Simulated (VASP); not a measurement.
# FeSi (P2_13) in VASP: relaxation of the atoms with PBE

Aim: the relaxation of the atoms of FeSi with PBE.

Program: VASP 6.6.1. These are calculated values, not measurements. Logs are shortened: lines on timing, memory, paths and dates and some standing lists are left out, and cuts for length are marked.

**1. The cell of the first run**

Symmetry: P2_13, No. 198, cubic system. Conventional cell: a = 4.551 Å, b = 4.551 Å, c = 4.551 Å, α = 90.00°, β = 90.00°, γ = 90.00°. Fe (site symmetry 3) has 7 Si at 2.32 to 2.55 Å and 6 Fe at 2.79 Å within 3.1 Å. Within 3.1 Å of Si (site symmetry 3) lie 7 Fe at 2.32 to 2.55 Å and 6 Si at 2.82 Å.

**2. Relaxation of the atoms, PBE**

The input, INCAR:

```
SYSTEM = FeSi
ALGO = Normal
EDIFF = 1E-6
EDIFFG = -0.01
ENCUT = 520
GGA = PE
IBRION = 2
ISIF = 2
ISMEAR = 0
LASPH = .True.
LCHARG = .False.
LREAL = .False.
LWAVE = .False.
NELM = 80
NSW = 60
PREC = Accurate
SIGMA = 0.01
```

The input, KPOINTS:

```
k-points
0
Gamma
  8 8 8
  0 0 0
```

The input, POSCAR:

```
FeSi
1.0
    4.5507000000      0.0000000000      0.0000000000
    0.0000000000      4.5507000000      0.0000000000
    0.0000000000      0.0000000000      4.5507000000
Fe Si
4 4
Direct
    0.1365200000      0.1365200000      0.1365200000
    0.3634800000      0.8634800000      0.6365200000
    0.6365200000      0.3634800000      0.8634800000
    0.8634800000      0.6365200000      0.3634800000
    0.8424000000      0.8424000000      0.8424000000
    0.6576000000      0.1576000000      0.3424000000
    0.3424000000      0.6576000000      0.1576000000
    0.1576000000      0.3424000000      0.6576000000
```

Potentials or basis: VASP PAW PBE potentials, release 64 (Fe, Si).

Started as:

```console
$ cat potpaw_PBE.64/Fe/POTCAR potpaw_PBE.64/Si/POTCAR > POTCAR
$ mpirun -np 1 vasp_std > vasp.out
```

OUTCAR:

```text
SYSTEM = FeSi
   EDIFF = 1E-6
   EDIFFG = -0.01
   ENCUT = 520
   GGA = PE
   IBRION = 2
   ISIF = 2
   ISMEAR = 0
   LASPH = .True.
   LREAL = .False.
   NELM = 80
   NSW = 60
   PREC = Accurate

 ion  position               nearest neighbor table
   1  0.137  0.137  0.137-   5 2.32   6 2.37   7 2.37   8 2.37   7 2.55   8 2.55   6 2.55   3 2.79
                             4 2.79   2 2.79   2 2.79   4 2.79   3 2.79
   2  0.363  0.863  0.637-   6 2.32   5 2.37   7 2.37   8 2.37   7 2.55   8 2.55   5 2.55   1 2.79
                             1 2.79   3 2.79   3 2.79   4 2.79   4 2.79
   3  0.637  0.363  0.863-   7 2.32   6 2.37   5 2.37   8 2.37   8 2.55   6 2.55   5 2.55   1 2.79
                             4 2.79   2 2.79   2 2.79   4 2.79   1 2.79
   4  0.863  0.637  0.363-   8 2.32   6 2.37   7 2.37   5 2.37   6 2.55   5 2.55   7 2.55   1 2.79
                             3 2.79   2 2.79   1 2.79   2 2.79   3 2.79
   5  0.842  0.842  0.842-   1 2.32   2 2.37   3 2.37   4 2.37   3 2.55   4 2.55   2 2.55   6 2.82
                             7 2.82   8 2.82   6 2.82   8 2.82   7 2.82
   6  0.658  0.158  0.342-   2 2.32   1 2.37   3 2.37   4 2.37   3 2.55   4 2.55   1 2.55   8 2.82
                             5 2.82   5 2.82   7 2.82   7 2.82   8 2.82
   7  0.342  0.658  0.158-   3 2.32   2 2.37   1 2.37   4 2.37   4 2.55   2 2.55   1 2.55   8 2.82
                             5 2.82   8 2.82   6 2.82   6 2.82   5 2.82
   8  0.158  0.342  0.658-   4 2.32   2 2.37   3 2.37   1 2.37   2 2.55   1 2.55   3 2.55   7 2.82
                             5 2.82   7 2.82   5 2.82   6 2.82   6 2.82

  LATTYP: Found a simple cubic cell.
 ALAT       =     4.5507000000

  Lattice vectors:

 A1 = (   4.5507000000,   0.0000000000,   0.0000000000)
 A2 = (   0.0000000000,   4.5507000000,   0.0000000000)
 A3 = (   0.0000000000,   0.0000000000,   4.5507000000)

Analysis of symmetry for initial positions (statically):
=====================================================================
 Subroutine PRICEL returns:
 Original cell was already a primitive cell.

 Routine SETGRP: Setting up the symmetry group for a
 simple cubic supercell.

 Subroutine GETGRP returns: Found 12 space group operations
 (whereof  3 operations were pure point group operations)
 out of a pool of 48 trial point group operations.

The static configuration has the point symmetry C_3 .
 The point group associated with its full space group is T   .

Analysis of symmetry for dynamics (positions and initial velocities):
=====================================================================
 Subroutine PRICEL returns:
 Original cell was already a primitive cell.

 Routine SETGRP: Setting up the symmetry group for a
 simple cubic supercell.

 Subroutine GETGRP returns: Found 12 space group operations
 (whereof  3 operations were pure point group operations)
 out of a pool of 48 trial point group operations.

The dynamic configuration has the point symmetry C_3 .
 The point group associated with its full space group is T   .

 Subroutine INISYM returns: Found 12 space group operations
 (whereof  3 operations are pure point group operations),
 and found     1 'primitive' translations

----------------------------------------------------------------------------------------

                                     Primitive cell

  volume of cell :      94.2399

  direct lattice vectors                    reciprocal lattice vectors
     4.550700000  0.000000000  0.000000000     0.219746413  0.000000000  0.000000000
     0.000000000  4.550700000  0.000000000     0.000000000  0.219746413  0.000000000
     0.000000000  0.000000000  4.550700000     0.000000000  0.000000000  0.219746413

  length of vectors
     4.550700000  4.550700000  4.550700000     0.219746413  0.219746413  0.219746413

  position of ions in fractional coordinates (direct lattice)
     0.136520000  0.136520000  0.136520000
     0.363480000  0.863480000  0.636520000
     0.636520000  0.363480000  0.863480000
     0.863480000  0.636520000  0.363480000
     0.842400000  0.842400000  0.842400000
     0.657600000  0.157600000  0.342400000
     0.342400000  0.657600000  0.157600000
     0.157600000  0.342400000  0.657600000

  ion indices of the primitive-cell ions
   primitive index   ion index
                 1           1
                 2           2
                 3           3
                 4           4
                 5           5
                 6           6
                 7           7
                 8           8

----------------------------------------------------------------------------------------

 KPOINTS: k-points

Automatic generation of k-mesh.
 Grid dimensions read from file:
 generate k-points for:    8    8    8

 Generating k-lattice:

  Cartesian coordinates                     Fractional coordinates (reciprocal lattice)
     0.027468302  0.000000000  0.000000000     0.125000000  0.000000000  0.000000000
     0.000000000  0.027468302  0.000000000     0.000000000  0.125000000  0.000000000
     0.000000000  0.000000000  0.027468302     0.000000000  0.000000000  0.125000000

  Length of vectors
     0.027468302  0.027468302  0.027468302

  Shift w.r.t. Gamma in fractional coordinates (k-lattice)
     0.000000000  0.000000000  0.000000000

 Subroutine IBZKPT returns following result:
 ===========================================

 Found     45 irreducible k-points:

 Following reciprocal coordinates:
            Coordinates               Weight
  0.000000  0.000000  0.000000      1.000000
  0.125000  0.000000  0.000000      6.000000
  0.250000  0.000000  0.000000      6.000000
  0.375000  0.000000  0.000000      6.000000
  0.500000  0.000000  0.000000      3.000000
  0.125000  0.125000  0.000000     12.000000
[... 16 lines left out ...]
  0.250000  0.125000  0.125000     24.000000
  0.375000  0.125000  0.125000     24.000000
 [... further k-points ...]
   k-points           NKPTS =     45   k-points in BZ     NKDIM =     45   number of bands    NBANDS=     29
   number of dos      NEDOS =    301   number of ions     NIONS =      8
   total plane-waves  NPLWV =  46656
   dimension x,y,z NGX =    36 NGY =   36 NGZ =   36
   dimension x,y,z NGXF=    72 NGYF=   72 NGZF=   72
   ions per type =               4   4
   NGX,Y,Z   is equivalent  to a cutoff of  13.15, 13.15, 13.15 a.u.
   NGXF,Y,Z  is equivalent  to a cutoff of  26.30, 26.30, 26.30 a.u.
 SYSTEM =  FeSi
   PREC   = accura    normal or accurate (medium, high low for compatibility)
   ISTART =      0    job   : 0-new  1-cont  2-samecut
   ICHARG =      2    charge: 1-file 2-atom 10-const
   ISPIN  =      1    spin polarized calculation?
   LNONCOLLINEAR =      F non collinear calculations
   LSORBIT =      F    spin-orbit coupling
   LASPH  =      T    aspherical Exc in radial PAW
   ENCUT  =  520.0 eV  38.22 Ry    6.18 a.u.   8.46  8.46  8.46*2*pi/ulx,y,z
   NELM   =     80;   NELMIN=  2; NELMDL= -5     # of ELM steps
   EDIFF  = 0.1E-05   stopping-criterion for ELM
   LREAL  =      F    real-space projection
   EDIFFG = -.1E-01   stopping-criterion for IOM
   NSW    =     60    number of steps for IOM
   IBRION =      2    ionic relax: 0-MD 1-quasi-New 2-CG
   NFREE  =      1    steps in history (QN), initial steepest desc. (CG)
   ISIF   =      2    stress and relaxation
   ISYM   =      2    0-nonsym 1-usesym 2-fastsym
   POTIM  = 0.5000    time-step for ionic-motion
   TEBEG  =    0.0;   TEEND  =   0.0 temperature during run
   PSTRESS=    0.0 pullay stress
   NELECT =      48.0000    total number of electrons
   NUPDOWN=      -1.0000    fix difference up-down
   EMIN   =  10.00;   EMAX   =-10.00  energy-range for DOS
   EFERMI =   0.00;   METHOD = LEGACY
   ISMEAR =     0;   SIGMA  =   0.01  broadening in eV -4-tet -1-fermi 0-gaus
   EFERMI_NEDOS =   21; number of points for ismear=-14 and -15
   IALGO  =     38    algorithm
   IMIX   =      4    mixing-type and parameters
     AMIX     =   0.40;   BMIX     =  1.00
     AMIX_MAG =   1.60;   BMIX_MAG =  1.00
  volume/ion in A,a.u.               =      11.78        79.50
  Fermi-wavevector in a.u.,A,eV,Ry     =   1.307406  2.470639 23.256570  1.709310
  Thomas-Fermi vector in A             =   2.438142
   LORBIT       =      0    0 simple, 1 ext, 2 COOP (PROOUT), +10 PAW based schemes
   GGA     = PE    functional components
   LHFCALC =     F    Hartree Fock is set to
   AEXX    =    0.0000 exact exchange contribution
   IVDW    =     0    specifies the selected vdW correction
   LEPSILON=     F    determine dielectric tensor
   LRPA    =     F    only Hartree local field effects (RPA)
 conjugate gradient relaxation of ions
 non-spin polarized calculation
 Gauss-broadening in eV      SIGMA  =   0.01
  energy-cutoff  :      520.00
  volume of cell :       94.24
 maximum number of plane-waves:      2560
 NGX is ok and might be reduce to    36
   NGX = 17   NGY = 17   NGZ = 17

--------------------------------------- Ionic step        1  -------------------------------------------

 number of electron      47.9999995 magnetization

 Free energy of the ion-electron system (eV)
  ---------------------------------------------------
  ext. energy  EPLUGINS =         0.00000000
  ---------------------------------------------------
  free energy    TOTEN  =       -58.49187232 eV

  energy without entropy =      -58.49187232  energy(sigma->0) =      -58.49187232

------------------------ aborting loop because EDIFF is reached ----------------------------------------

  FORCE on cell =-STRESS in cart. coord.  units (eV):
  Direction    XX          YY          ZZ          XY          YZ          ZX
  --------------------------------------------------------------------------------------
  -------------------------------------------------------------------------------------
  Total       -8.0700769     -8.0700769     -8.0700769     -0.0000000     -0.0000000     -0.0000000
  in kB     -137.1998507   -137.1998507   -137.1998507     -0.0000000     -0.0000000     -0.0000000
  external PRESSURE =    -137.1998507 kB  Pullay stress =       0.0000000 kB
[... 195 lines left out ...]
  energy  without entropy=      -58.5211483725  energy(sigma->0) =      -58.52114837

--------------------------------------- Ionic step        6  -------------------------------------------

 number of electron      48.0000000 magnetization

 Free energy of the ion-electron system (eV)
  ---------------------------------------------------
  ext. energy  EPLUGINS =         0.00000000
  ---------------------------------------------------
  free energy    TOTEN  =       -58.52124349 eV

  energy without entropy =      -58.52124349  energy(sigma->0) =      -58.52124349

 E-fermi :   8.9230     XC(G=0): -12.4588

 val. band max:        8.8470292024   @ k =  -0.1250   0.2500   0.0000
 cond. band min:       9.0106446015   @ k =   0.2500   0.2500   0.0000
 fundamental gap:      0.1636153991
 Fermi energy:         8.9230386230

 k-point     1 :       0.0000    0.0000    0.0000
  band No.  band energies     occupation
      1      -3.8404      2.00000
      2       1.2773      2.00000
      3       1.2773      2.00000
      4       1.2773      2.00000
      5       4.0886      2.00000
      6       4.0886      2.00000
[... 757 lines left out ...]
     28      10.7587      0.00000
     29      11.0495      0.00000

 [... further k-points ...]

------------------------ aborting loop because EDIFF is reached ----------------------------------------

  FORCE on cell =-STRESS in cart. coord.  units (eV):
  Direction    XX          YY          ZZ          XY          YZ          ZX
  --------------------------------------------------------------------------------------
  -------------------------------------------------------------------------------------
  Total       -7.4504459     -7.4504459     -7.4504459     -0.0000000     -0.0000000     -0.0000000
  in kB     -126.6654672   -126.6654672   -126.6654672     -0.0000000     -0.0000000     -0.0000000
  external PRESSURE =    -126.6654672 kB  Pullay stress =       0.0000000 kB
[... 23 lines left out ...]
  FREE ENERGIE OF THE ION-ELECTRON SYSTEM (eV)
  ---------------------------------------------------
  free  energy   TOTEN  =       -58.5212434887 eV

  energy  without entropy=      -58.5212434887  energy(sigma->0) =      -58.52124349

 reached required accuracy - stopping structural energy minimisation
```

Wall time 3.7 min (1 thread of Intel Xeon Platinum 8488C (Sapphire Rapids), shared host); peak memory 0.26 GiB.

What came out:

* Free energy: -58.5212 eV
* Energy gained by relaxing: 3.7 meV/atom
* Ionic steps: 6
* Pressure after relaxing: -12.7 GPa
* Band gap on the k mesh: 0.16 eV (least direct gap 0.17 eV)

Forces on the atoms (eV/Å):
```
Fe  -0.002 -0.002 -0.002
Fe   0.002  0.002 -0.002
Fe  -0.002  0.002  0.002
Fe   0.002 -0.002  0.002
Si   0.001  0.001  0.001
Si  -0.001 -0.001  0.001
Si   0.001 -0.001 -0.001
Si  -0.001  0.001 -0.001
```

The path:
| step | energy change (eV) | largest force (eV/Å) | pressure (GPa) |
| --- | --- | --- | --- |
| 1 | 0.0000 | 0.2826 | -13.72 |
| 2 | -0.0202 | 0.1574 | -13.26 |
| 3 | -0.0281 | 0.0702 | -12.75 |
| 4 | -0.0281 | 0.0672 | -12.67 |
| 5 | -0.0293 | 0.0182 | -12.64 |
| 6 | -0.0294 | 0.0028 | -12.67 |

Final structure:
```
CELL_PARAMETERS angstrom
4.55070 0.00000 0.00000
0.00000 4.55070 0.00000
0.00000 0.00000 4.55070
ATOMIC_POSITIONS crystal
Fe 0.13267 0.13267 0.13267
Fe 0.36733 0.86733 0.63267
Fe 0.63267 0.36733 0.86733
Fe 0.86733 0.63267 0.36733
Si 0.83915 0.83915 0.83915
Si 0.66085 0.16085 0.33915
Si 0.33915 0.66085 0.16085
Si 0.16085 0.33915 0.66085
```

Levels at points of the mesh, in eV from the valence-band top:
| k point | band 22 | band 23 | band 24 | band 25 | band 26 | band 27 |
| --- | --- | --- | --- | --- | --- | --- |
| (0.00, 0.00, 0.00) | -0.26 | -0.03 | -0.03 | 0.60 | 0.60 | 0.60 |
| (0.50, 0.00, 0.00) | -0.34 | -0.01 | -0.01 | 0.20 | 0.20 | 1.60 |
| (0.50, 0.50, 0.00) | -0.92 | -0.32 | -0.32 | 0.60 | 0.60 | 1.18 |
| (0.50, 0.50, 0.50) | -0.59 | -0.59 | -0.59 | 0.47 | 0.47 | 0.47 |
